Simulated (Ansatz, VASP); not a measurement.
## One calculation of InP, two programs

```
In P
1.0
     0.00000    2.84259    2.88654
     2.84259    0.00000    2.88654
     2.84259    2.84259    0.00000
In P
1 1
Direct
  0.00000 0.00000 0.00000
  0.75000 0.75000 0.75000
```

Change from the starting cell: strain -0.030 along x and y, -0.015 along z, atoms carried along.

Alike in both runs: task single point; functional r2SCAN; k mesh 8 × 8 × 8; occupations gaussian, width 0.05 eV; no spin polarisation.

|  | VASP | Ansatz |
| --- | --- | --- |
| version | VASP 6.6.1 | Ansatz 0.2.0 |
| potentials or method | VASP PAW PBE potentials, release 64 (In_d, P), cutoff 520 eV | scalar-relativistic, plane waves, PAW |
| valence electrons in the cell | 18 | 18 |

|  | VASP | Ansatz | Ansatz less VASP |
| --- | --- | --- | --- |
| gap on the k mesh at the Fermi level (eV) | 1.58 | 1.57 | -0.008 |
| least direct gap on the mesh (eV) | 1.58 | 1.57 | -0.008 |
| pressure (GPa) | 8.3 | 8.5 | +0.14 |
| traceless stress, the component that is largest in VASP (GPa) | -0.43 | -0.42 | +0.006 |

VASP's potentials were made for PBE, not for r2SCAN.
